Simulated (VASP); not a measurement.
Input of a VASP 6.6.1 run:

The input INCAR:

```
SYSTEM = Pt
ALGO     = Normal         ! electronic algorithm
EDIFF    = 1E-6           ! SCF threshold, eV
ENCUT    = 500            ! plane-wave cutoff, eV
GGA_COMPAT= .FALSE.      
ISIF     = 2              ! what is computed and relaxed
ISMEAR   = 0              ! smearing method
LASPH    = .TRUE.         ! aspherical terms in the spheres
LCHARG   = .FALSE.        ! write CHGCAR
LREAL    = .FALSE.        ! projectors in reciprocal space
LWAVE    = .FALSE.        ! write WAVECAR
NBANDS   = 11             ! bands
NELM     = 120            ! most SCF steps
PREC     = Accurate       ! precision mode
SIGMA    = 0.1            ! smearing width, eV
```

The input KPOINTS:

```
k-points
0
G
  8 8 8
  0 0 0
```

POSCAR

```
Pt
1.0
   -1.5842200000      1.5842200000      1.5842200000
    1.5842200000     -1.5842200000      1.5842200000
    1.5842200000      1.5842200000     -1.5842200000
Pt
1
Direct
    0.0000000000      0.0000000000      0.0000000000
```

Potentials or basis: VASP PAW LDA potentials, release 64 (Pt).

Launch:

```bash
$ cat potpaw_LDA.64/Pt/POTCAR > POTCAR
$ mpirun -np 1 vasp_std > vasp.out
```

(1) What does it give for the band gap on the k mesh?

(2) Estimate the pressure.

Results:

(1) zero (bands 5 and 6 overlap by 1.92 eV).

(2) -13.8 GPa.

Caveat: the cell stands under tension; spin-orbit coupling is left out, which moves the levels of the heavy elements.
